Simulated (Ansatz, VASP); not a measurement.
## TaN: VASP beside Ansatz

Contents of INCAR:

```
  PREC = Accurate
  ENCUT = 520
  EDIFF = 1E-8
  ISMEAR = -1
  SIGMA = 0.02
  LREAL = False
  LASPH = True
  NELM = 60
  ALGO = Normal
  ISIF = 2
  LWAVE = False
  LCHARG = False
  GGA = PS
  LEFG = True
  NBANDS = 15
```

The input KPOINTS:

```
regular mesh
0
Gamma
  9 9 9
```

File POSCAR:

```
TaN
1.0
    0.0000000000      2.2217363401      2.2217363401
    2.2217363401      0.0000000000      2.2217363401
    2.2217363401      2.2217363401      0.0000000000
Ta N
1 1
Direct
    0.5000000000      0.5000000000      0.5000000000
    0.0000000000      0.0000000000      0.0000000000
```

Input for Ansatz:

```yaml
crystal:
  lattice:
    - [0.0, 2.2217363401, 2.2217363401]
    - [2.2217363401, 0.0, 2.2217363401]
    - [2.2217363401, 2.2217363401, 0.0]
  atoms:
    - { symbol: Ta, position: [0.5, 0.5, 0.5] }
    - { symbol: "N", position: [0.0, 0.0, 0.0] }
kpoints:
  mp_grid: { grid: [9, 9, 9] }
scf:
  occupations: { method: fermi_dirac, width: 0.02 }
hamiltonian:
  xc: pbesol
  pseudopotentials: { kind: paw }
output:
  forces: true
  stress: true
  eigenvalues: true
  efg: { contact_densities: true }
  write_density: true
  write_potential: true
  elf: true
  volumetric_format: npy
```

Change from the starting cell: volume scaled by 1.06, PAW files.

Alike in both runs: task electric field gradients; functional PBEsol; k mesh 9 × 9 × 9; occupations fermi-dirac, width 0.02 eV; no spin polarisation.

|  | VASP | Ansatz |
| --- | --- | --- |
| version | VASP 6.6.1 | Ansatz 0.2.0 |
| potentials or method | VASP PAW PBE potentials, release 64 (Ta_pv, N) | PAW with Ansatz's default frozen-core files, scalar-relativistic |
| plane-wave cutoff (eV) | 520 | 420 |
| valence electrons in the cell | 16 | 18 |

|  | VASP | Ansatz | Ansatz less VASP |
| --- | --- | --- | --- |
| pressure (GPa) | -14.2 | -15.0 | -0.78 |

VASP's potentials were made for PBE, not for PBEsol. The functional is the same, so the differences come from potentials, cutoffs and numerics. VASP's potentials hold 16 valence electrons a cell and Ansatz's 18, so a difference there can come from the potentials and not from the codes.

Spin-orbit coupling is off throughout.
